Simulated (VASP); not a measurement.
PtS2: single point with PBE+D3(BJ)

PtS2:

```
Pt S
1.0
     3.58512    0.00000    0.00000
    -1.79256    3.10480    0.00000
     0.00000    0.00000    4.79842
Pt S
1 2
Direct
  0.00000 0.00000 0.00000
  0.33333 0.66667 0.25216
  0.66667 0.33333 0.74784
```

This cell differs from its parent crystal: volume scaled by 1.03, then relaxed in part.

| Quantity | Value |
| --- | --- |
| Program | VASP 6.6.1 |
| Task | single point |
| Functional | PBE |
| Dispersion | D3(BJ) |
| Potentials or basis | VASP PAW PBE potentials, release 64 (Pt, S) |
| Cutoff | 520 eV |
| k mesh | 12 × 12 × 8 |
| Occupations | gaussian, width 0.01 eV |
| Spin | no spin polarisation |

```yaml
Pressure: -1.4 GPa
Largest_force: 0.042 eV/Å
Band_gap_on_the_k_mesh: 0.28 eV, indirect (least direct gap 0.71 eV)
Dispersion_energy_per_atom: -0.437 eV
```

Forces in eV/Å, atoms in the order of the input:
```
Pt   0.000  0.000  0.000
S    0.000  0.000 -0.042
S    0.000  0.000  0.042
```

Stress tensor (GPa, compression positive):
```
-1.49  0.00  0.00
 0.00 -1.49  0.00
 0.00  0.00 -1.27
```

Levels at points of the mesh, in eV from the valence-band top:
```
           k point  band 9  band 10  band 11  band 12  band 13  band 14
(0.00, 0.00, 0.00)   -1.46    -1.46     0.00     1.44     1.44     3.97
(0.50, 0.00, 0.00)   -3.43    -3.34    -2.80     0.95     2.31     5.25
(0.00, 0.00, 0.50)   -1.87    -1.87    -1.42     2.31     2.31     5.34
(0.50, 0.00, 0.50)   -3.09    -3.07    -1.51     1.05     1.74     5.02
```

It took 2.2 min on 1 thread of Intel(R) Xeon(R) Platinum 8375C CPU @ 2.90GHz (Ice Lake), on a shared host, peak memory 0.27 GiB.

Caveat: spin-orbit coupling is left out, which moves the levels of the heavy elements. A k mesh can miss the band edges.
